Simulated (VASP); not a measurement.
**WS2: single point with PBE**

The system is WS2.

```xyz
6
Lattice="3.1877 0.0000 0.0000 -1.5939 2.7606 0.0000 0.0000 0.0000 14.8563" Properties=species:S:1:pos:R:3 pbc="T T T"
W     0.0000    1.8404    3.7141
W     1.5939    0.9202   11.1422
S     0.0000    1.8404    9.5711
S     1.5939    0.9202    2.1430
S     0.0000    1.8404   12.7133
S     1.5939    0.9202    5.2852
```

```json
{"Program": "VASP 6.6.1", "Task": "single point", "Functional": "PBE", "Potentials or basis": "VASP PAW PBE potentials, release 64 (W_sv, S)", "Cutoff": "520 eV", "k mesh": "12 × 12 × 2", "Occupations": "gaussian, width 0.02 eV", "Spin": "no spin polarisation"}
```

The pressure is 0.0 GPa. The band gap on the k mesh is 1.64 eV (least direct gap 1.80 eV).

Forces on the atoms (eV/Å):
```
W    0.000  0.000  0.000
W    0.000  0.000  0.000
S    0.000  0.000 -0.003
S    0.000  0.000 -0.003
S    0.000  0.000  0.003
S    0.000  0.000  0.003
```

Levels at points of the mesh, in eV from the valence-band top:
```tsv
k point	band 22	band 23	band 24	band 25	band 26	band 27	band 28	band 29	band 30	band 31
(0.00, 0.00, 0.00)	-1.79	-1.79	-1.79	-0.41	0.00	2.70	2.70	2.70	2.70	2.84
(0.50, 0.00, 0.00)	-2.31	-1.46	-1.44	-1.11	-1.09	2.66	2.66	3.08	3.14	3.75
(0.00, 0.00, 0.50)	-1.79	-1.79	-1.79	-0.18	-0.18	2.70	2.70	2.70	2.70	2.85
(0.50, 0.00, 0.50)	-2.31	-1.45	-1.45	-1.10	-1.10	2.66	2.66	3.11	3.11	3.86
```

Run time: 58 s on 1 thread of Intel(R) Xeon(R) 6975P-C (Granite Rapids), with other jobs on the host, peak memory 0.31 GiB.

Caveat: spin-orbit coupling is left out, which moves the levels of the heavy elements; this functional lacks dispersion, which binds the layers, so the pressure and a relaxed spacing across them are unreliable. A hybrid or GW would open this gap; PBE tends to underestimate it.
